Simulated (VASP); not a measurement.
Runs of VASP 6.6.1 on BN. The structure is that of space group P-3m1 (No. 164), or close to it. The cells are those of the table. 

```tsv
cell	gap on the mesh (eV)	pressure (GPa)	largest force (eV/Å)
a = 2.504, b = 2.504, c = 13.572 Å, angles 90.0, 90.0, 60.0°, 8 atoms	(a)	0.6	0.03
a = 2.504, b = 2.504, c = 13.822 Å, angles 90.0, 90.0, 60.0°, 8 atoms	4.29	0.6	0.04
a = 2.504, b = 2.504, c = 16.322 Å, angles 90.0, 90.0, 60.0°, 8 atoms	4.33	0.7	0.03
a = 2.504, b = 2.504, c = 14.822 Å, angles 90.0, 90.0, 60.0°, 8 atoms	4.32	0.7	0.04
a = 2.504, b = 2.504, c = 15.322 Å, angles 90.0, 90.0, 60.0°, 8 atoms	4.33	0.7	0.03
a = 2.504, b = 2.504, c = 19.322 Å, angles 90.0, 90.0, 60.0°, 8 atoms	4.33	-	0.02
a = 2.504, b = 2.504, c = 14.322 Å, angles 90.0, 90.0, 60.0°, 8 atoms	4.32	0.6	0.04
a = 2.504, b = 2.504, c = 13.022 Å, angles 90.0, 90.0, 60.0°, 8 atoms	4.18	1.1	0.10
```

Alike in all rows: task single point; level PBE+D3(BJ); potentials or basis VASP PAW PBE potentials, release 64 (B, N); no spin polarisation; k mesh 10 × 10 × 2; cutoff (eV) 520; smearing gaussian 0.05 eV.

Q: Estimate the missing entries.

A: (a) 4.27.

A k mesh can miss the band edges.
